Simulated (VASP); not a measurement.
The system is BN.

```xyz
2
Lattice="1.2511 0.7223 3.3729 -1.2511 0.7223 3.3729 0.0000 -1.4447 3.3729" Properties=species:S:1:pos:R:3 pbc="T T T"
N     0.0000    0.0000    6.7517
B     0.0000    0.0000    0.0033
```

Base run:

```yaml
Program: VASP 6.6.1
Functional: PBE
Potentials_or_basis: VASP PAW PBE potentials, release 64 (N, B)
Cutoff: 520 eV
k_mesh: 12 × 12 × 12
Occupations: fermi-dirac, width 0.05 eV
Spin: no spin polarisation
```

Its results: band gap on the k mesh 4.28 eV, indirect (least direct gap 4.70 eV); pressure 3.6 GPa.

Q: The run is repeated on the same cell with these changes: functional from PBE to LDA; potentials or basis from VASP PAW PBE potentials, release 64 (N, B) to VASP PAW LDA potentials, release 64 (N, B). What comes out?

A: Band gap on the k mesh 4.09 eV, indirect (least direct gap 4.55 eV); pressure -3.8 GPa.

A k mesh can miss the band edges.
